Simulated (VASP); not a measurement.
# AlN (Cmcm) in VASP: further runs, part 2 of 2

VASP 6.6.1. Earlier steps stand in the parts before.

## 3. Single point, LDA

This run uses another cell than the first one, of 8.48 Å³/atom, 1.025 times its volume.

INCAR

```
PREC = Accurate
ENCUT = 520
EDIFF = 1E-6
ISMEAR = 0
SIGMA = 0.05
LREAL = False
LASPH = True
NELM = 100
ALGO = Normal
ISIF = 2
LWAVE = False
LCHARG = False
GGA = CA
NBANDS = 16
```

KPOINTS

```
regular mesh
0
Gamma
  8 8 6
```

POSCAR

```
AlN
1.0
    0.0000000000     -2.0390123106     -2.0390123106
    0.0000000000      2.0390123106     -2.0390123106
    4.0780246211      0.0000000000      0.0000000000
Al N
2 2
Direct
    0.5279229310      0.4720770690      0.0000000000
   -0.0279229310      0.0279229310      0.5000000000
    0.4885639493      0.5114360507      0.5000000000
    0.0114360507      0.9885639493      0.0000000000
```

Potentials or basis: VASP PAW LDA potentials, release 64 (Al, N).

Launch:

```sh
> cat potpaw_LDA.64/Al/POTCAR potpaw_LDA.64/N/POTCAR > POTCAR
> mpirun -np 1 vasp_std > vasp.out
```

OUTCAR:

```text
PREC = Accurate
   ENCUT = 520
   EDIFF = 1E-6
   ISMEAR = 0
   LREAL = False
   LASPH = True
   NELM = 100
   ISIF = 2
   GGA = CA

 ion  position               nearest neighbor table
   1  0.528  0.472  0.000-   4 1.97   4 2.04   4 2.04   3 2.05   3 2.05   4 2.11   2 2.73   2 2.73
                             2 2.89   2 2.89   2 2.89   2 2.89   2 3.05   2 3.05
   2  0.972  0.028  0.500-   3 1.97   3 2.04   3 2.04   4 2.05   4 2.05   3 2.11   1 2.73   1 2.73
                             1 2.89   1 2.89   1 2.89   1 2.89   1 3.05   1 3.05
   3  0.489  0.511  0.500-   2 1.97   2 2.04   2 2.04   1 2.05   1 2.05   2 2.11
   4  0.011  0.989  0.000-   1 1.97   1 2.04   1 2.04   2 2.05   2 2.05   1 2.11

  LATTYP: Found a simple tetragonal cell.
 ALAT       =     2.8835988635
 C/A-ratio  =     1.4142135623

  Lattice vectors:

 A1 = (   0.0000000000,  -2.0390123106,  -2.0390123106)
 A2 = (   0.0000000000,   2.0390123106,  -2.0390123106)
 A3 = (   4.0780246211,   0.0000000000,   0.0000000000)

Analysis of symmetry for initial positions (statically):
=====================================================================
 Subroutine PRICEL returns:
 Original cell was already a primitive cell.

 Routine SETGRP: Setting up the symmetry group for a
 simple tetragonal supercell.

 Subroutine GETGRP returns: Found  8 space group operations
 (whereof  4 operations were pure point group operations)
 out of a pool of 16 trial point group operations.

The static configuration has the point symmetry C_2v.
 The point group associated with its full space group is D_2h.

Analysis of symmetry for dynamics (positions and initial velocities):
=====================================================================
 Subroutine PRICEL returns:
 Original cell was already a primitive cell.

 Routine SETGRP: Setting up the symmetry group for a
 simple tetragonal supercell.

 Subroutine GETGRP returns: Found  8 space group operations
 (whereof  4 operations were pure point group operations)
 out of a pool of 16 trial point group operations.

The dynamic configuration has the point symmetry C_2v.
 The point group associated with its full space group is D_2h.

 Subroutine INISYM returns: Found  8 space group operations
 (whereof  4 operations are pure point group operations),
 and found     1 'primitive' translations

----------------------------------------------------------------------------------------

                                     Primitive cell

  volume of cell :      33.9094

  direct lattice vectors                    reciprocal lattice vectors
     0.000000000 -2.039012311 -2.039012311     0.000000000 -0.245216764 -0.245216764
     0.000000000  2.039012311 -2.039012311     0.000000000  0.245216764 -0.245216764
     4.078024621  0.000000000  0.000000000     0.245216764  0.000000000  0.000000000

  length of vectors
     2.883598863  2.883598863  4.078024621     0.346788873  0.346788873  0.245216764

  position of ions in fractional coordinates (direct lattice)
     0.527922931  0.472077069  0.000000000
     0.972077069  0.027922931  0.500000000
     0.488563949  0.511436051  0.500000000
     0.011436051  0.988563949  0.000000000

  ion indices of the primitive-cell ions
   primitive index   ion index
                 1           1
                 2           2
                 3           3
[... 24 lines left out ...]
 ===========================================

 Found     84 irreducible k-points:

 Following reciprocal coordinates:
            Coordinates               Weight
  0.000000  0.000000  0.000000      1.000000
  0.125000  0.000000  0.000000      4.000000
  0.250000  0.000000  0.000000      4.000000
  0.375000  0.000000  0.000000      4.000000
  0.500000  0.000000  0.000000      2.000000
  0.125000  0.125000  0.000000      2.000000
[... 16 lines left out ...]
  0.125000  0.000000  0.166667      8.000000
  0.250000  0.000000  0.166667      8.000000
 [... further k-points ...]
   k-points           NKPTS =     84   k-points in BZ     NKDIM =     84   number of bands    NBANDS=     16
   number of dos      NEDOS =    301   number of ions     NIONS =      4
   total plane-waves  NPLWV =  17280
   dimension x,y,z NGX =    24 NGY =   24 NGZ =   30
   dimension x,y,z NGXF=    48 NGYF=   48 NGZF=   60
   ions per type =               2   2
   NGX,Y,Z   is equivalent  to a cutoff of  13.84, 13.84, 12.23 a.u.
   NGXF,Y,Z  is equivalent  to a cutoff of  27.67, 27.67, 24.46 a.u.
 SYSTEM =  unknown system
   PREC   = accura    normal or accurate (medium, high low for compatibility)
   ISTART =      0    job   : 0-new  1-cont  2-samecut
   ICHARG =      2    charge: 1-file 2-atom 10-const
   ISPIN  =      1    spin polarized calculation?
   LNONCOLLINEAR =      F non collinear calculations
   LSORBIT =      F    spin-orbit coupling
   LASPH  =      T    aspherical Exc in radial PAW
   ENCUT  =  520.0 eV  38.22 Ry    6.18 a.u.   5.36  5.36  7.58*2*pi/ulx,y,z
   NELM   =    100;   NELMIN=  2; NELMDL= -5     # of ELM steps
   EDIFF  = 0.1E-05   stopping-criterion for ELM
   LREAL  =      F    real-space projection
   EDIFFG = 0.1E-04   stopping-criterion for IOM
   NSW    =      0    number of steps for IOM
   IBRION =     -1    ionic relax: 0-MD 1-quasi-New 2-CG
   NFREE  =      0    steps in history (QN), initial steepest desc. (CG)
   ISIF   =      2    stress and relaxation
   ISYM   =      2    0-nonsym 1-usesym 2-fastsym
   POTIM  = 0.5000    time-step for ionic-motion
   TEBEG  =    0.0;   TEEND  =   0.0 temperature during run
   PSTRESS=    0.0 pullay stress
   NELECT =      16.0000    total number of electrons
   NUPDOWN=      -1.0000    fix difference up-down
   EMIN   =  10.00;   EMAX   =-10.00  energy-range for DOS
   EFERMI =   0.00;   METHOD = LEGACY
   ISMEAR =     0;   SIGMA  =   0.05  broadening in eV -4-tet -1-fermi 0-gaus
   EFERMI_NEDOS =   21; number of points for ismear=-14 and -15
   IALGO  =     38    algorithm
   IMIX   =      4    mixing-type and parameters
     AMIX     =   0.40;   BMIX     =  1.00
     AMIX_MAG =   1.60;   BMIX_MAG =  1.00
  volume/ion in A,a.u.               =       8.48        57.21
  Fermi-wavevector in a.u.,A,eV,Ry     =   1.274505  2.408466 22.100811  1.624364
  Thomas-Fermi vector in A             =   2.407270
   LORBIT       =      0    0 simple, 1 ext, 2 COOP (PROOUT), +10 PAW based schemes
   GGA     = CA    functional components
   LHFCALC =     F    Hartree Fock is set to
   AEXX    =    0.0000 exact exchange contribution
   IVDW    =     0    specifies the selected vdW correction
   LEPSILON=     F    determine dielectric tensor
   LRPA    =     F    only Hartree local field effects (RPA)
 non-spin polarized calculation
 Gauss-broadening in eV      SIGMA  =   0.05
  energy-cutoff  :      520.00
  volume of cell :       33.91
 maximum number of plane-waves:       928
 NGX is ok and might be reduce to    24
   NGX = 11   NGY = 11   NGZ = 15

 number of electron      16.0000003 magnetization

 Free energy of the ion-electron system (eV)
  ---------------------------------------------------
  ext. energy  EPLUGINS =         0.00000000
  ---------------------------------------------------
  free energy    TOTEN  =       -32.25956401 eV

  energy without entropy =      -32.25956401  energy(sigma->0) =      -32.25956401

 E-fermi :   9.6147     XC(G=0): -12.4537

 val. band max:        9.3955612240   @ k =   0.0000   0.0000   0.0000
 cond. band min:      13.5310804728   @ k =   0.5000   0.5000   0.0000
 fundamental gap:      4.1355192488
 Fermi energy:         9.6146551449

 k-point     1 :       0.0000    0.0000    0.0000
  band No.  band energies     occupation
      1      -7.7995      2.00000
      2      -3.5895      2.00000
      3       2.1441      2.00000
      4       6.6326      2.00000
      5       6.6427      2.00000
      6       9.3230      2.00000
[... 433 lines left out ...]
      3       2.6813      2.00000
      4       4.9032      2.00000
      5       5.7435      2.00000
      6       7.2545      2.00000
[... 8 lines left out ...]
     15      21.8449      0.00000
     16      23.1361      0.00000

 [... further k-points ...]
[... 5 lines left out ...]
  --------------------------------------------------------------------------------------
  -------------------------------------------------------------------------------------
  Total       -2.1880697     -2.0481696     -2.6928795      0.0000000      0.0000000      0.0000000
  in kB     -103.3837298    -96.7736147   -127.2354029      0.0000000      0.0000000      0.0000000
  external PRESSURE =    -109.1309158 kB  Pullay stress =       0.0000000 kB

 VOLUME and BASIS-vectors are now :
 -----------------------------------------------------------------------------
  energy-cutoff  :      520.00
  volume of cell :       33.91
      direct lattice vectors                 reciprocal lattice vectors
     0.000000000 -2.039012311 -2.039012311     0.000000000 -0.245216764 -0.245216764
     0.000000000  2.039012311 -2.039012311     0.000000000  0.245216764 -0.245216764
     4.078024621  0.000000000  0.000000000     0.245216764  0.000000000  0.000000000

 POSITION                                       TOTAL-FORCE (eV/Angst)
 -----------------------------------------------------------------------------------
      0.00000     -0.11387     -2.03901         0.000000      1.123004      0.000000
      2.03901     -1.92514     -2.03901         0.000000     -1.123004      0.000000
      2.03901      0.04664     -2.03901         0.000000     -0.326147      0.000000
      0.00000      1.99238     -2.03901         0.000000      0.326147      0.000000
 -----------------------------------------------------------------------------------
    total drift:                                0.000000     -0.000000      0.000000

  FREE ENERGIE OF THE ION-ELECTRON SYSTEM (eV)
  ---------------------------------------------------
  free  energy   TOTEN  =       -32.2595640140 eV

  energy  without entropy=      -32.2595640140  energy(sigma->0) =      -32.25956401
```

stdout:

```text
POSCAR found type information on POSCAR AlN
 POSCAR found :  2 types and       4 ions
 scaLAPACK will be used
 LDA part: xc-table for (Slater(with rela. corr.)+CA(PZ))
 , standard interpolation
 POSCAR, INCAR and KPOINTS ok, starting setup
 FFT: planning ... GRIDC
 FFT: planning ... GRID_SOFT
 FFT: planning ... GRID
 WAVECAR not read
 entering main loop
```

Wall time 11 s (1 thread of Intel Xeon 6975P-C (Granite Rapids), shared host); peak memory 0.14 GiB.

Results:

```
Free energy            : -32.2596 eV
Pressure               : -10.9 GPa
Largest force          : 1.123 eV/Å
Band gap on the k mesh : 4.14 eV, indirect (least direct gap 4.23 eV)
```

Forces on the atoms (eV/Å):
```
Al   0.000  1.123  0.000
Al   0.000 -1.123  0.000
N    0.000 -0.326  0.000
N    0.000  0.326  0.000
```

Caveat: forces of over 1 eV/Å act on the atoms, so gaps and moduli don't describe the material at rest.

## 4. Single point, LDA

This run uses another cell than the first one, of 8.48 Å³/atom, 1.025 times its volume.

INCAR

```
  PREC = Accurate
  ENCUT = 520
  EDIFF = 1E-6
  ISMEAR = 0
  SIGMA = 0.05
  LREAL = F
  LASPH = T
  NELM = 100
  ALGO = Normal
  ISIF = 2
  LWAVE = F
  LCHARG = F
  NBANDS = 16
```

KPOINTS

```
Automatic mesh
0
Gamma
  8 8 6
```

POSCAR

```
AlN
1.0
    0.0000000000     -2.0390123106     -2.0390123106
    0.0000000000      2.0390123106     -2.0390123106
    4.0780246211      0.0000000000      0.0000000000
Al N
2 2
Direct
    0.5167537586      0.4832462414      0.0000000000
   -0.0167537586      0.0167537586      0.5000000000
    0.4931383696      0.5068616304      0.5000000000
    0.0068616304      0.9931383696      0.0000000000
```

Launch:

```sh
> cat potpaw_LDA.64/Al/POTCAR potpaw_LDA.64/N/POTCAR > POTCAR
> mpirun -np 1 vasp_std > vasp.out
```

Wall time 10 s (1 thread of Intel Xeon 6975P-C (Granite Rapids), shared host); peak memory 0.15 GiB.

It converged, with:

* Free energy: -32.3506 eV
* Pressure: -11.6 GPa
* Largest force: 0.662 eV/Å
* Band gap on the k mesh: 4.19 eV

Forces in eV/Å, atoms in the order of the input:
```
Al   0.000  0.662  0.000
Al   0.000 -0.662  0.000
N    0.000 -0.202  0.000
N    0.000  0.202  0.000
```

Stress tensor (GPa, compression positive):
```
-11.42   0.00   0.00
  0.00 -11.16   0.00
  0.00   0.00 -12.26
```

Levels at points of the mesh, in eV from the valence-band top:
```csv
k point,band 6,band 7,band 8,band 9,band 10,band 11
"(0.00, 0.00, 0.00)",-0.03,-0.01,0.00,4.22,5.24,5.38
"(0.50, 0.00, 0.00)",-4.06,-1.12,-1.07,7.93,8.17,9.97
"(0.50, 0.50, 0.00)",-2.75,-2.75,-2.75,4.19,4.21,5.20
"(0.00, 0.00, 0.50)",-1.60,-1.60,-1.60,7.32,7.32,7.36
"(0.50, 0.00, 0.50)",-1.04,-1.03,-1.03,5.94,5.94,10.57
"(0.50, 0.50, 0.50)",-5.60,-3.88,-3.88,7.64,7.64,10.42
```

## 5. Single point, LDA

This run uses another cell than the first one, of 8.48 Å³/atom, 1.025 times its volume.

INCAR

```
SYSTEM = AlN
ALGO = Normal ; EDIFF = 1E-6
ENCUT = 520 ; ISIF = 2
ISMEAR = 0 ; LASPH = .True.
LCHARG = .False. ; LREAL = .False.
LWAVE = .False. ; NBANDS = 16
NELM = 60 ; PREC = Accurate
SIGMA = 0.05
```

KPOINTS

```
k-points
0
Gamma
  8 8 6
  0 0 0
```

POSCAR

```
AlN
1.0
    0.0000000000     -2.0390123106     -2.0390123106
    0.0000000000      2.0390123106     -2.0390123106
    4.0780246211      0.0000000000      0.0000000000
Al N
2 2
Direct
    0.5223383448      0.4776616552      0.0000000000
   -0.0223383448      0.0223383448      0.5000000000
    0.4908511594      0.5091488406      0.5000000000
    0.0091488406      0.9908511594      0.0000000000
```

Potentials or basis: VASP PAW LDA potentials, release 64 (Al, N).

Launch:

```sh
> cat potpaw_LDA.64/Al/POTCAR potpaw_LDA.64/N/POTCAR > POTCAR
> mpirun -np 1 vasp_std > vasp.out
```

OUTCAR:

```text
SYSTEM = AlN
   EDIFF = 1E-6
   ENCUT = 520
   ISIF = 2
   ISMEAR = 0
   LASPH = .True.
   LREAL = .False.
   NELM = 60
   PREC = Accurate

 ion  position               nearest neighbor table
   1  0.522  0.478  0.000-   4 1.99   4 2.04   4 2.04   3 2.04   3 2.04   4 2.09   2 2.76   2 2.76
                             2 2.89   2 2.89   2 2.89   2 2.89   2 3.02   2 3.02
   2  0.978  0.022  0.500-   3 1.99   3 2.04   3 2.04   4 2.04   4 2.04   3 2.09   1 2.76   1 2.76
                             1 2.89   1 2.89   1 2.89   1 2.89   1 3.02   1 3.02
   3  0.491  0.509  0.500-   2 1.99   2 2.04   2 2.04   1 2.04   1 2.04   2 2.09
   4  0.009  0.991  0.000-   1 1.99   1 2.04   1 2.04   2 2.04   2 2.04   1 2.09

  LATTYP: Found a simple tetragonal cell.
 ALAT       =     2.8835988635
[... 659 lines left out ...]
  -------------------------------------------------------------------------------------
  Total       -2.3173884     -2.2240225     -2.6379410      0.0000000      0.0000000      0.0000000
  in kB     -109.4938896   -105.0824595   -124.6396228      0.0000000      0.0000000      0.0000000
  external PRESSURE =    -113.0719906 kB  Pullay stress =       0.0000000 kB

 VOLUME and BASIS-vectors are now :
 -----------------------------------------------------------------------------
  energy-cutoff  :      520.00
  volume of cell :       33.91
      direct lattice vectors                 reciprocal lattice vectors
     0.000000000 -2.039012311 -2.039012311     0.000000000 -0.245216764 -0.245216764
     0.000000000  2.039012311 -2.039012311     0.000000000  0.245216764 -0.245216764
     4.078024621  0.000000000  0.000000000     0.245216764  0.000000000  0.000000000

 POSITION                                       TOTAL-FORCE (eV/Angst)
 -----------------------------------------------------------------------------------
      0.00000     -0.09110     -2.03901         0.000000      0.889814      0.000000
      2.03901     -1.94792     -2.03901         0.000000     -0.889814      0.000000
      2.03901      0.03731     -2.03901         0.000000     -0.265909      0.000000
      0.00000      2.00170     -2.03901         0.000000      0.265909      0.000000
 -----------------------------------------------------------------------------------
    total drift:                                0.000000     -0.000000      0.000000

  FREE ENERGIE OF THE ION-ELECTRON SYSTEM (eV)
  ---------------------------------------------------
  free  energy   TOTEN  =       -32.3109112036 eV

  energy  without entropy=      -32.3109112036  energy(sigma->0) =      -32.31091120
```

stdout:

```text
POSCAR found type information on POSCAR AlN
 POSCAR found :  2 types and       4 ions
 scaLAPACK will be used
 LDA part: xc-table for (Slater(with rela. corr.)+CA(PZ))
 , standard interpolation
 POSCAR, INCAR and KPOINTS ok, starting setup
 FFT: planning ... GRIDC
 FFT: planning ... GRID_SOFT
 FFT: planning ... GRID
 WAVECAR not read
 entering main loop
```

It took 11 s on 1 thread of Intel Xeon 6975P-C (Granite Rapids), shared host; peak memory 0.15 GiB.

Results:

- Free energy: -32.3109 eV
- Pressure: -11.3 GPa
- Largest force: 0.890 eV/Å
- Band gap on the k mesh: 4.16 eV, indirect (least direct gap 4.22 eV)

Forces in eV/Å, atoms in the order of the input:
```
Al   0.000  0.890  0.000
Al   0.000 -0.890  0.000
N    0.000 -0.266  0.000
N    0.000  0.266  0.000
```

Levels at points of the mesh, in eV from the valence-band top:
```tsv
k point	band 5	band 6	band 7	band 8	band 9	band 10	band 11	band 12
(0.00, 0.00, 0.00)	-2.75	-0.05	-0.02	0.00	4.22	5.23	5.36	11.61
(0.50, 0.00, 0.00)	-4.07	-4.06	-1.13	-1.07	7.87	8.19	9.86	9.91
(0.50, 0.50, 0.00)	-2.76	-2.76	-2.75	-2.74	4.16	4.21	5.17	5.23
(0.00, 0.00, 0.50)	-1.61	-1.61	-1.60	-1.60	7.31	7.31	7.34	7.34
(0.50, 0.00, 0.50)	-1.04	-1.04	-1.03	-1.03	5.92	5.92	10.55	10.55
(0.50, 0.50, 0.50)	-5.60	-5.60	-3.88	-3.88	7.62	7.62	10.39	10.39
```

A k mesh can miss the band edges. Expect the measured gap to be larger: semilocal functionals such as LDA lack the derivative discontinuity.
